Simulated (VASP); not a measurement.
# FeO (Fm-3m) in VASP: settings compared

The runs below take FeO through single point, with PBE, LDA.

All numbers are computed with VASP 6.6.1; they aren't measurements. Logs are shortened: lines on timing, memory, paths and dates and some standing lists are left out, and cuts for length are marked.

**What was measured.**

“W\"ustite: Electric, thermodynamic and optical properties of FeO”, 2012, arxiv:1203.1201 quotes, for a bulk crystal of FeO: band gap 2.4 eV (optical).

How close the calculation comes is told below.

### Step 1. The cell of the first run

Symmetry: Fm-3m, No. 225, cubic system. Conventional cell: a = 4.311 Å, b = 4.311 Å, c = 4.311 Å, α = 90.00°, β = 90.00°, γ = 90.00°. Fe (site symmetry m-3m) has 6 O at 2.16 Å within 2.9 Å. O (site symmetry m-3m) has 6 Fe at 2.16 Å within 2.9 Å.

### Step 2. Single point, PBE, collinear spin, ferromagnetic start

Contents of INCAR:

```
PREC     = Accurate       # precision mode
ENCUT    = 520            # plane-wave cutoff, eV
EDIFF    = 1E-6           # SCF threshold, eV
ISMEAR   = 0              # smearing method
SIGMA    = 0.022          # smearing width, eV
LREAL    = False          # projectors in reciprocal space
LASPH    = True           # aspherical terms in the spheres
NELM     = 150            # most SCF steps
ALGO     = Normal         # electronic algorithm
ISIF     = 2              # what is computed and relaxed
LWAVE    = False          # write WAVECAR
LCHARG   = False          # write CHGCAR
ISPIN    = 2              # spin polarisation
MAGMOM   = 3 0            # initial moments
LORBIT   = 11             # projections on sites
LMAXMIX  = 4              # l up to which the mixer works
GGA      = PE             # functional
NBANDS   = 18             # bands
```

Contents of KPOINTS:

```
Automatic mesh
0
Gamma
  11 11 11
```

Contents of POSCAR:

```
FeO
1.0
    0.0000000000      2.1554000000      2.1554000000
    2.1554000000      0.0000000000      2.1554000000
    2.1554000000      2.1554000000      0.0000000000
Fe O
1 1
Direct
    0.0000000000      0.0000000000      0.0000000000
    0.5000000000      0.5000000000      0.5000000000
```

Potentials or basis: VASP PAW PBE potentials, release 64 (Fe, O).

Launch:

```console
> cat potpaw_PBE.64/Fe/POTCAR potpaw_PBE.64/O/POTCAR > POTCAR
> mpirun -np 1 vasp_std > vasp.out
```

OUTCAR:

```text
PREC = Accurate
   ENCUT = 520
   EDIFF = 1E-6
   ISMEAR = 0
   LREAL = False
   LASPH = True
   NELM = 150
   ISIF = 2
   ISPIN = 2
   LORBIT = 11
   GGA = PE

 ion  position               nearest neighbor table
   1  0.000  0.000  0.000-   2 2.16   2 2.16   2 2.16   2 2.16   2 2.16   2 2.16
   2  0.500  0.500  0.500-   1 2.16   1 2.16   1 2.16   1 2.16   1 2.16   1 2.16

  LATTYP: Found a face centered cubic cell.
 ALAT       =     4.3108000000

  Lattice vectors:

 A1 = (   0.0000000000,   2.1554000000,   2.1554000000)
 A2 = (   2.1554000000,   0.0000000000,   2.1554000000)
 A3 = (   2.1554000000,   2.1554000000,   0.0000000000)

Analysis of symmetry for initial positions (statically):
=====================================================================
 Subroutine PRICEL returns:
 Original cell was already a primitive cell.

 Routine SETGRP: Setting up the symmetry group for a
 face centered cubic supercell.

 Subroutine GETGRP returns: Found 48 space group operations
 (whereof 48 operations were pure point group operations)
 out of a pool of 48 trial point group operations.

The static configuration has the point symmetry O_h .

Analysis of symmetry for dynamics (positions and initial velocities):
=====================================================================
 Subroutine PRICEL returns:
 Original cell was already a primitive cell.

 Routine SETGRP: Setting up the symmetry group for a
 face centered cubic supercell.

 Subroutine GETGRP returns: Found 48 space group operations
 (whereof 48 operations were pure point group operations)
 out of a pool of 48 trial point group operations.

The dynamic configuration has the point symmetry O_h .

Analysis of structural, dynamic, and magnetic symmetry:
=====================================================================
 Subroutine PRICEL returns:
 Original cell was already a primitive cell.

 Routine SETGRP: Setting up the symmetry group for a
 face centered cubic supercell.

 Subroutine GETGRP returns: Found 48 space group operations
 (whereof 48 operations were pure point group operations)
 out of a pool of 48 trial point group operations.

The overall configuration has the point symmetry O_h .

 Subroutine INISYM returns: Found 48 space group operations
 (whereof 48 operations are pure point group operations),
 and found     1 'primitive' translations

----------------------------------------------------------------------------------------

[... 108 lines left out ...]
   EFERMI_NEDOS =   21; number of points for ismear=-14 and -15
   IALGO  =     38    algorithm
   IMIX   =      4    mixing-type and parameters
     AMIX     =   0.40;   BMIX     =  1.00
     AMIX_MAG =   1.60;   BMIX_MAG =  1.00
  volume/ion in A,a.u.               =      10.01        67.57
  Fermi-wavevector in a.u.,A,eV,Ry     =   1.452935  2.745650 28.722187  2.111021
  Thomas-Fermi vector in A             =   2.570260
   LORBIT       =     11    0 simple, 1 ext, 2 COOP (PROOUT), +10 PAW based schemes
   GGA     = PE    functional components
   LHFCALC =     F    Hartree Fock is set to
   AEXX    =    0.0000 exact exchange contribution
   IVDW    =     0    specifies the selected vdW correction
   LEPSILON=     F    determine dielectric tensor
   LRPA    =     F    only Hartree local field effects (RPA)
 spin polarized calculation
 Gauss-broadening in eV      SIGMA  =   0.02
  energy-cutoff  :      520.00
  volume of cell :       20.03
 maximum number of plane-waves:       556
   NGX = 11   NGY = 11   NGZ = 11

 number of electron      13.9999999 magnetization       3.9996624

 Free energy of the ion-electron system (eV)
  ---------------------------------------------------
  ext. energy  EPLUGINS =         0.00000000
  ---------------------------------------------------
  free energy    TOTEN  =       -14.92978063 eV

  energy without entropy =      -14.92925849  energy(sigma->0) =      -14.92951956

 E-fermi :   6.2025     XC(G=0): -12.1641

 val. band max:        6.1992575546   @ k =  -0.3636   0.2727   0.0909
 cond. band min:       6.2117030723   @ k =  -0.1818   0.0909   0.0000
 fundamental gap:      0.0124455177
 Fermi energy:         6.2024839483

 spin component 1

 k-point     1 :       0.0000    0.0000    0.0000
  band No.  band energies     occupation
      1     -14.5197      1.00000
      2       2.3267      1.00000
      3       2.3267      1.00000
      4       2.3267      1.00000
      5       2.4055      1.00000
      6       2.4055      1.00000
[... 493 lines left out ...]
     17      32.7140      0.00000
     18      34.4739      0.00000

 [... further k-points ...]

 spin component 2

 k-point     1 :       0.0000    0.0000    0.0000
  band No.  band energies     occupation
      1     -13.9876      1.00000
      2       2.9634      1.00000
      3       2.9634      1.00000
      4       2.9634      1.00000
      5       5.4657      1.00000
      6       5.4660      1.00000
[... 493 lines left out ...]
     17      33.4969      0.00000
     18      35.2270      0.00000

 [... further k-points ...]
[... 5 lines left out ...]
  --------------------------------------------------------------------------------------
  -------------------------------------------------------------------------------------
  Total       -0.0285708     -0.0285708     -0.0285708     -0.0000000     -0.0000000      0.0000000
  in kB       -2.2857038     -2.2857038     -2.2857038     -0.0000000     -0.0000000      0.0000000
  external PRESSURE =      -2.2857038 kB  Pullay stress =       0.0000000 kB

 VOLUME and BASIS-vectors are now :
 -----------------------------------------------------------------------------
  energy-cutoff  :      520.00
  volume of cell :       20.03
      direct lattice vectors                 reciprocal lattice vectors
     0.000000000  2.155400000  2.155400000    -0.231975503  0.231975503  0.231975503
     2.155400000  0.000000000  2.155400000     0.231975503 -0.231975503  0.231975503
     2.155400000  2.155400000  0.000000000     0.231975503  0.231975503 -0.231975503

 POSITION                                       TOTAL-FORCE (eV/Angst)
 -----------------------------------------------------------------------------------
      0.00000      0.00000      0.00000        -0.000000      0.000000      0.000000
      2.15540      2.15540      2.15540         0.000000     -0.000000     -0.000000
 -----------------------------------------------------------------------------------
    total drift:                                0.000000     -0.000000      0.000000

  FREE ENERGIE OF THE ION-ELECTRON SYSTEM (eV)
  ---------------------------------------------------
  free  energy   TOTEN  =       -14.9297806257 eV

  energy  without entropy=      -14.9292584938  energy(sigma->0) =      -14.92951956

 total charge

# of ion       s       p       d       tot
------------------------------------------
    1        0.287   0.358   6.086   6.731
    2        1.556   3.438   0.000   4.994
--------------------------------------------------
tot          1.844   3.796   6.086  11.725

 magnetization (x)

# of ion       s       p       d       tot
------------------------------------------
    1        0.027   0.021   3.571   3.619
    2        0.030   0.272   0.000   0.301
--------------------------------------------------
tot          0.057   0.293   3.571   3.920
```

OSZICAR:

```text
N       E                     dE             d eps       ncg     rms          rms(c)
DAV:   1     0.666731032253E+02    0.66673E+02   -0.67013E+03  4392   0.899E+02
DAV:   2    -0.130316983829E+02   -0.79705E+02   -0.68094E+02  4124   0.203E+02
DAV:   3    -0.173202803754E+02   -0.42886E+01   -0.42032E+01  4658   0.507E+01
DAV:   4    -0.173510248589E+02   -0.30744E-01   -0.30727E-01  4982   0.408E+00
DAV:   5    -0.173512259983E+02   -0.20114E-03   -0.20113E-03  4710   0.344E-01    0.177E+01
DAV:   6    -0.155509043075E+02    0.18003E+01   -0.14906E+01  5330   0.554E+01    0.200E+01
DAV:   7    -0.149650987741E+02    0.58581E+00   -0.28199E+00  5222   0.323E+01    0.943E+00
DAV:   8    -0.149479991314E+02    0.17100E-01   -0.15883E-01  4906   0.393E+00    0.531E+00
DAV:   9    -0.149324163069E+02    0.15583E-01   -0.60515E-02  6430   0.380E+00    0.100E+00
DAV:  10    -0.149295423869E+02    0.28739E-02   -0.16334E-02  5574   0.262E+00    0.141E-01
DAV:  11    -0.149297592644E+02   -0.21688E-03   -0.21375E-03  5088   0.414E-01    0.630E-02
DAV:  12    -0.149297630906E+02   -0.38262E-05   -0.35269E-05  5332   0.605E-02    0.413E-02
DAV:  13    -0.149297788885E+02   -0.15798E-04   -0.24482E-05  5374   0.554E-02    0.138E-02
DAV:  14    -0.149297808870E+02   -0.19985E-05   -0.27749E-06  4390   0.144E-02    0.629E-03
DAV:  15    -0.149297806257E+02    0.26136E-06   -0.33086E-07  2352   0.571E-03
   1 F= -.14929781E+02 E0= -.14929520E+02  d E =-.522132E-03  mag=     4.0000
```

It took 17 s on 1 thread of Intel Xeon 6975P-C (Granite Rapids), shared host; peak memory 0.16 GiB.

What came out:

```
Free energy                                           : -14.9298 eV
Pressure                                              : -0.2 GPa
Band gap on the k mesh                                : zero (filled and empty bands overlap)
Net moment                                            : 4.00 μB per cell
Site moments                                          : Fe +3.62; O +0.30 μB
Valence electrons inside the program's atomic spheres : Fe 6.73; O 4.99
```

Levels at points of the mesh, in eV from the Fermi level:
Spin up:
```csv
k point,band 5,band 6,band 7,band 8,band 9,band 10,band 11,band 12,band 13,band 14
"(0.00, 0.00, 0.00)",-3.80,-3.80,-3.80,-3.68,-3.68,0.09,15.47,17.03,17.03,17.03
```
Spin down:
| k point | band 2 | band 3 | band 4 | band 5 | band 6 | band 7 | band 8 | band 9 |
| --- | --- | --- | --- | --- | --- | --- | --- | --- |
| (0.00, 0.00, 0.00) | -3.24 | -3.24 | -3.24 | -0.74 | -0.74 | -0.74 | 0.19 | 0.19 |

Caveat: a cell with one magnetic atom can't hold antiferromagnetic order, which such compounds often take; semilocal functionals often make such compounds metallic where correlation or magnetic order opens a gap, which also shifts bond lengths.

[end of part 1 of 2]
